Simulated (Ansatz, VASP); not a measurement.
Two plane-wave programs on C

The input POSCAR:

```
C
1.0
    0.0000000000      1.8391312500      1.8391312500
    1.7834000000      0.0557312500      1.7834000000
    1.7834000000      1.7834000000      0.0557312500
C
2
Direct
    0.5000000000      0.5000000000      0.5000000000
    0.7500000000      0.7500000000      0.7500000000
```

File INCAR.step1:

```
ALGO     = Normal         # electronic algorithm
EDIFF    = 1E-4           # SCF threshold, eV
ENCUT    = 520            # plane-wave cutoff, eV
GGA      = PE             # functional
ISMEAR   = 0              # smearing method
LASPH    = T              # aspherical terms in the spheres
LCHARG   = F              # write CHGCAR
LREAL    = F              # projectors in reciprocal space
LWAVE    = T              # write WAVECAR
NBANDS   = 11             # bands
NELM     = 80             # most SCF steps
PREC     = Accurate       # precision mode
SIGMA    = 0.05           # smearing width, eV
```

The input INCAR.step2:

```
ALGO     = Normal         # electronic algorithm
EDIFF    = 1E-6           # SCF threshold, eV
ENCUT    = 520            # plane-wave cutoff, eV
ISIF     = 2              # what is computed and relaxed
ISMEAR   = 0              # smearing method
ISTART   = 1            
LASPH    = T              # aspherical terms in the spheres
LCHARG   = F              # write CHGCAR
LMIXTAU  = T            
LREAL    = F              # projectors in reciprocal space
LWAVE    = F              # write WAVECAR
METAGGA  = R2SCAN         # meta-GGA
NBANDS   = 11             # bands
NELM     = 80             # most SCF steps
PREC     = Accurate       # precision mode
SIGMA    = 0.05           # smearing width, eV
```

KPOINTS

```
k-points
0
Gamma
  12 12 12
```

Input for Ansatz:

```yaml
crystal:
  lattice:
    - [0.0, 1.83913125, 1.83913125]
    - [1.7834, 0.05573125, 1.7834]
    - [1.7834, 1.7834, 0.05573125]
  atoms:
    - { symbol: C, position: [0.5, 0.5, 0.5] }
    - { symbol: C, position: [0.75, 0.75, 0.75] }
basis:
  ecutwfc: 500
kpoints:
  mp_grid: { grid: [12, 12, 12] }
hamiltonian:
  xc: r2scan
scf:
  occupations: { method: gaussian, width: 0.05 }
output:
  forces: true
  stress: true
  eigenvalues: true
```

Change from the starting cell: strain +0.0625 x Voigt [0, 0, 0, 1, 0, 0], atoms carried along.

Alike in both runs: task single point; functional r2SCAN; k mesh 12 × 12 × 12; occupations gaussian, width 0.05 eV; no spin polarisation.

```csv
,VASP,Ansatz
version,VASP 6.6.1,Ansatz 0.2.0
potentials or method,"VASP PAW PBE potentials, release 64 (C), cutoff 520 eV","scalar-relativistic, plane waves, PAW"
valence electrons in the cell,8,8
```

```tsv
	VASP	Ansatz	Ansatz less VASP
gap on the k mesh at the Fermi level (eV)	3.76	3.78	+0.021
least direct gap on the mesh (eV)	4.86	4.90	+0.041
pressure (GPa)	0.8	-0.3	-1.11
traceless stress, the component that is largest in VASP (GPa)	-36.68	-36.43	+0.249
rms of the force components (eV/Å)	0.084	0.071	-0.0135
```

VASP's potentials were made for PBE, not for r2SCAN. Atom by atom the forces differ by 0.013 eV/Å (rms over components). The functional is the same, so the differences come from potentials, cutoffs and numerics.
